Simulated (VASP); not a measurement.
# GeW4 (P6/mmm) in VASP: a series of runs, part 2 of 2

VASP 6.6.1.

## 4. Relaxation of cell and atoms, PBE

Contents of INCAR:

```
SYSTEM = GeW4
PREC     = Accurate       ! precision mode
ENCUT    = 600            ! plane-wave cutoff, eV
EDIFF    = 1E-6           ! SCF threshold, eV
ISMEAR   = 0              ! smearing method
SIGMA    = 0.1            ! smearing width, eV
LREAL    = .FALSE.        ! projectors in reciprocal space
LASPH    = .TRUE.         ! aspherical terms in the spheres
NELM     = 60             ! most SCF steps
ALGO     = Fast           ! electronic algorithm
ISIF     = 3              ! what is computed and relaxed
LWAVE    = .FALSE.        ! write WAVECAR
LCHARG   = .FALSE.        ! write CHGCAR
GGA      = PE             ! functional
IBRION   = 2              ! ionic algorithm
NSW      = 90             ! ionic steps
EDIFFG   = -0.04          ! ionic threshold
```

Contents of KPOINTS:

```
Automatic mesh
0
G
  6 6 4
  0 0 0
```

Contents of POSCAR:

```
GeW4
1.0
    5.3323626733      0.0000000000      0.0000000000
   -2.6661813366      4.6179615373      0.0000000000
    0.0000000000      0.0000000000      5.0022852222
Ge W
1 4
Direct
    0.0000000000      0.0000000000      0.0000000000
    0.5000000000      0.0000000000      0.5000000000
    0.0000000000      0.5000000000      0.5000000000
    0.5000000000      0.5000000000      0.5000000000
    0.0000000000      0.0000000000      0.5000000000
```

Potentials or basis: VASP PAW PBE potentials, release 64 (Ge_d, W_sv).

Command:

```
$ cat potpaw_PBE.64/Ge_d/POTCAR potpaw_PBE.64/W_sv/POTCAR > POTCAR
$ mpirun -np 1 vasp_std > vasp.out
```

OUTCAR:

```text
SYSTEM = GeW4
   PREC = Accurate
   ENCUT = 600
   EDIFF = 1E-6
   ISMEAR = 0
   LREAL = .FALSE.
   LASPH = .TRUE.
   NELM = 60
   ISIF = 3
   GGA = PE
   IBRION = 2
   NSW = 90
   EDIFFG = -0.04

 ion  position               nearest neighbor table
   1  0.000  0.000  0.000-   5 2.50   5 2.50
   2  0.500  0.000  0.500-   5 2.67   5 2.67   4 2.67   4 2.67   3 2.67   3 2.67
   3  0.000  0.500  0.500-   4 2.67   4 2.67   5 2.67   5 2.67   2 2.67   2 2.67
   4  0.500  0.500  0.500-   3 2.67   3 2.67   2 2.67   2 2.67   5 2.67   5 2.67
   5  0.000  0.000  0.500-   1 2.50   1 2.50   2 2.67   2 2.67   3 2.67   3 2.67   4 2.67   4 2.67

  LATTYP: Found a hexagonal cell.
 ALAT       =     5.3323626733
 C/A-ratio  =     0.9380992121

  Lattice vectors:

 A1 = (   5.3323626733,   0.0000000000,   0.0000000000)
 A2 = (  -2.6661813366,   4.6179615373,   0.0000000000)
 A3 = (   0.0000000000,   0.0000000000,   5.0022852222)

Analysis of symmetry for initial positions (statically):
=====================================================================
 Subroutine PRICEL returns:
 Original cell was already a primitive cell.

 Routine SETGRP: Setting up the symmetry group for a
 hexagonal supercell.

 Subroutine GETGRP returns: Found 24 space group operations
 (whereof 24 operations were pure point group operations)
 out of a pool of 24 trial point group operations.

The static configuration has the point symmetry D_6h.

Analysis of symmetry for dynamics (positions and initial velocities):
=====================================================================
 Subroutine PRICEL returns:
 Original cell was already a primitive cell.

 Routine SETGRP: Setting up the symmetry group for a
 hexagonal supercell.

 Subroutine GETGRP returns: Found 24 space group operations
 (whereof 24 operations were pure point group operations)
 out of a pool of 24 trial point group operations.

The dynamic configuration has the point symmetry D_6h.

 Subroutine INISYM returns: Found 24 space group operations
 (whereof 24 operations are pure point group operations),
 and found     1 'primitive' translations

----------------------------------------------------------------------------------------

                                     Primitive cell

  volume of cell :     123.1795

  direct lattice vectors                    reciprocal lattice vectors
     5.332362673  0.000000000  0.000000000     0.187534131  0.108272881  0.000000000
    -2.666181337  4.617961537  0.000000000     0.000000000  0.216545762  0.000000000
     0.000000000  0.000000000  5.002285222     0.000000000  0.000000000  0.199908633

  length of vectors
     5.332362673  5.332362673  5.002285222     0.216545762  0.216545762  0.199908633

[... 118 lines left out ...]
  volume of cell :      123.18
 maximum number of plane-waves:      4160
 NGX is ok and might be reduce to    48
   NGX = 21   NGY = 21   NGZ = 19

--------------------------------------- Ionic step        1  -------------------------------------------

 number of electron      69.9999986 magnetization

 Free energy of the ion-electron system (eV)
  ---------------------------------------------------
  ext. energy  EPLUGINS =         0.00000000
  ---------------------------------------------------
  free energy    TOTEN  =       -47.42634301 eV

  energy without entropy =      -47.41210597  energy(sigma->0) =      -47.41922449

------------------------ aborting loop because EDIFF is reached ----------------------------------------

  FORCE on cell =-STRESS in cart. coord.  units (eV):
  Direction    XX          YY          ZZ          XY          YZ          ZX
  --------------------------------------------------------------------------------------
  -------------------------------------------------------------------------------------
  Total        0.0303909      0.0303909     -0.5813148      0.0000000     -0.0000000     -0.0000000
  in kB        0.3952901      0.3952901     -7.5610745      0.0000000     -0.0000000     -0.0000000
  external PRESSURE =      -2.2568314 kB  Pullay stress =       0.0000000 kB

 VOLUME and BASIS-vectors are now :
 -----------------------------------------------------------------------------
  energy-cutoff  :      600.00
  volume of cell :      123.18
      direct lattice vectors                 reciprocal lattice vectors
     5.332362673  0.000000000  0.000000000     0.187534131  0.108272881  0.000000000
    -2.666181337  4.617961537  0.000000000     0.000000000  0.216545762  0.000000000
     0.000000000  0.000000000  5.002285222     0.000000000  0.000000000  0.199908633

 POSITION                                       TOTAL-FORCE (eV/Angst)
 -----------------------------------------------------------------------------------
      0.00000      0.00000      0.00000        -0.000000      0.000000      0.000000
      2.66618      0.00000      2.50114        -0.000000      0.000000      0.000000
     -1.33309      2.30898      2.50114        -0.000000      0.000000      0.000000
      1.33309      2.30898      2.50114         0.000000      0.000000      0.000000
      0.00000      0.00000      2.50114        -0.000000      0.000000      0.000000
 -----------------------------------------------------------------------------------
    total drift:                                0.000000     -0.000000     -0.000000

  FREE ENERGIE OF THE ION-ELECTRON SYSTEM (eV)
  ---------------------------------------------------
  free  energy   TOTEN  =       -47.4263430119 eV

  energy  without entropy=      -47.4121059691  energy(sigma->0) =      -47.41922449

--------------------------------------- Ionic step        2  -------------------------------------------

 number of electron      69.9999997 magnetization

 Free energy of the ion-electron system (eV)
  ---------------------------------------------------
  ext. energy  EPLUGINS =         0.00000000
  ---------------------------------------------------
  free energy    TOTEN  =       -47.42750129 eV

  energy without entropy =      -47.41334248  energy(sigma->0) =      -47.42042188

 E-fermi :   5.4497     XC(G=0): -10.5058

 val. band max:        5.4354452548   @ k =   0.5000  -0.0000   0.5000
 cond. band min:       5.4889973348   @ k =   0.5000  -0.0000   0.0000
 fundamental gap:      0.0535520800
 Fermi energy:         5.4497263170

 k-point     1 :       0.0000    0.0000    0.0000
  band No.  band energies     occupation
      1     -68.6059      2.00000
      2     -68.4741      2.00000
      3     -68.4741      2.00000
      4     -68.1051      2.00000
      5     -33.4635      2.00000
      6     -33.4219      2.00000
[... 934 lines left out ...]
     41       7.1531      0.00000
     42       7.9774      0.00000

------------------------ aborting loop because EDIFF is reached ----------------------------------------

  FORCE on cell =-STRESS in cart. coord.  units (eV):
  Direction    XX          YY          ZZ          XY          YZ          ZX
  --------------------------------------------------------------------------------------
  -------------------------------------------------------------------------------------
  Total       -0.0535284     -0.0535284      0.1842178     -0.0000000      0.0000000     -0.0000000
  in kB       -0.6997524     -0.6997524      2.4081954     -0.0000000      0.0000000     -0.0000000
  external PRESSURE =       0.3362302 kB  Pullay stress =       0.0000000 kB

 VOLUME and BASIS-vectors are now :
 -----------------------------------------------------------------------------
  energy-cutoff  :      600.00
  volume of cell :      122.56
      direct lattice vectors                 reciprocal lattice vectors
     5.333926270  0.000000000 -0.000000000     0.187479157  0.108241142  0.000000000
    -2.666963135  4.619315652  0.000000000    -0.000000000  0.216482283  0.000000000
     0.000000000 -0.000000000  4.974228236     0.000000000  0.000000000  0.201036212

 POSITION                                       TOTAL-FORCE (eV/Angst)
 -----------------------------------------------------------------------------------
      5.33393      0.00000     -0.00000         0.000000     -0.000000      0.000000
      2.66696      0.00000      2.48711        -0.000000      0.000000      0.000000
      4.00044      2.30966      2.48711         0.000000      0.000000      0.000000
      1.33348      2.30966      2.48711         0.000000      0.000000      0.000000
      5.33393      0.00000      2.48711         0.000000     -0.000000      0.000000
 -----------------------------------------------------------------------------------
    total drift:                                0.000000     -0.000000     -0.000000

  FREE ENERGIE OF THE ION-ELECTRON SYSTEM (eV)
  ---------------------------------------------------
  free  energy   TOTEN  =       -47.4275012885 eV

  energy  without entropy=      -47.4133424774  energy(sigma->0) =      -47.42042188

 reached required accuracy - stopping structural energy minimisation
```

Run time: 4.4 min. Hardware: 1 thread of Intel Xeon 6975P-C (Granite Rapids), shared host; peak memory 0.36 GiB.

Results:

```
Free energy                           : -47.4275 eV
Relaxed volume                        : 24.51 Å³/atom
Relaxed cell                          : a = 5.334 Å, b = 5.334 Å, c = 4.974 Å, α = 90.00°, β = 90.00°, γ = 120.00°
Space group after relaxing (to 0.1 Å) : P6/mmm (No. 191)
Energy gained by relaxing             : 0.2 meV/atom
Ionic steps                           : 2
Pressure after relaxing               : 0.0 GPa
Band gap on the k mesh                : zero (bands 35 and 36 overlap by 2.16 eV)
```

Step by step:
```
step  energy change (eV)  largest force (eV/Å)  pressure (GPa)  volume (Å³)
   1              0.0000                0.0000           -0.23       123.18
   2             -0.0012                0.0000            0.03       122.56
```

Final structure:
```yaml
crystal:
  lattice:
    - [5.33393, 0.00000, 0.00000]
    - [-2.66696, 4.61932, 0.00000]
    - [0.00000, 0.00000, 4.97423]
  atoms:
    - { symbol: Ge, position: [0.00000, 0.00000, 0.00000] }
    - { symbol: W, position: [0.50000, 0.00000, 0.50000] }
    - { symbol: W, position: [0.00000, 0.50000, 0.50000] }
    - { symbol: W, position: [0.50000, 0.50000, 0.50000] }
    - { symbol: W, position: [0.00000, 0.00000, 0.50000] }
```

Caveat: spin-orbit coupling is left out, which moves the levels of the heavy elements.

## 5. Summary

| task | cell | k mesh | cutoff (eV) | gap on the mesh (eV) | pressure (GPa) |
| --- | --- | --- | --- | --- | --- |
| single point | a = 5.332, b = 5.332, c = 5.002 Å, angles 90.0, 90.0, 120.0°, 5 atoms | 3 × 3 × 4 | 520 | none | 0.2 |
| single point | a = 5.328, b = 5.328, c = 4.981 Å, angles 90.0, 90.0, 120.0°, 5 atoms | 6 × 6 × 4 | 520 | none | 0.3 |
| relaxation of cell and atoms | relaxed from a = 5.332, b = 5.332, c = 5.002 Å, angles 90.0, 90.0, 120.0°, 5 atoms | 6 × 6 × 4 | 600 | none | 0.0 |

Alike in all rows: level PBE; potentials or basis VASP PAW PBE potentials, release 64 (Ge_d, W_sv); no spin polarisation; smearing gaussian 0.1 eV.

Caveats: some runs use coarse meshes; spin-orbit coupling is left out, which moves the levels of the heavy elements.

Total energies depend on the potentials used, so only differences within one code and one set of settings carry meaning.
